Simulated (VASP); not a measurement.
A run of VASP 6.6.1 is set up as follows.

INCAR

```
PREC = Accurate
ENCUT = 520
EDIFF = 1E-6
ISMEAR = 0
SIGMA = 0.1
LREAL = False
LASPH = True
NELM = 60
ALGO = Normal
ISIF = 2
LWAVE = False
LCHARG = True
LDIPOL = True
IDIPOL = 3
DIPOL = 0.5 0.5 0.500
GGA = PS
LELF = True
LVHAR = True
LVACPOTAV = True
NBANDS = 56
```

KPOINTS

```
Automatic mesh
0
Gamma
  12 12 1
```

File POSCAR:

```
Ti5N6
1.0
    2.9726300476      0.0000000000      0.0000000000
   -1.4863150238      2.5743731373      0.0000000000
    0.0000000000      0.0000000000     27.1357113512
N Ti
6 5
Direct
    0.3333333333      0.6666666667      0.2763885532
    0.0000000000      0.0000000000      0.3658331319
    0.6666666667      0.3333333333      0.4552777106
    0.3333333333      0.6666666667      0.5447222894
    0.0000000000      0.0000000000      0.6341668681
    0.6666666667      0.3333333333      0.7236114468
    0.6666666667      0.3333333333      0.3211108425
    0.3333333333      0.6666666667      0.4105554213
    0.0000000000      0.0000000000      0.5000000000
    0.6666666667      0.3333333333      0.5894445787
    0.3333333333      0.6666666667      0.6788891575
```

Potentials or basis: VASP PAW PBE potentials, release 64 (N, Ti_sv).

Launch:

```sh
$ cat potpaw_PBE.64/N/POTCAR potpaw_PBE.64/Ti_sv/POTCAR > POTCAR
$ mpirun -np 1 vasp_std > vasp.out
```

Question: Predict the largest force.

Answer: 5.767 eV/Å.

Question: What does it give for the band gap on the k mesh?

Answer: Zero (bands 45 and 46 overlap by 0.88 eV).

Forces on the atoms (eV/Å):
```
N    0.000  0.000  4.396
N    0.000  0.000  1.184
N    0.000  0.000 -0.086
N    0.000  0.000  0.086
N    0.000  0.000 -1.184
N    0.000  0.000 -4.396
Ti   0.000  0.000 -5.767
Ti   0.000  0.000  0.177
Ti   0.000  0.000  0.000
Ti   0.000  0.000 -0.177
Ti   0.000  0.000  5.767
```

Caveat: the PAW data sets were made with another functional, which shifts forces and pressure a little.
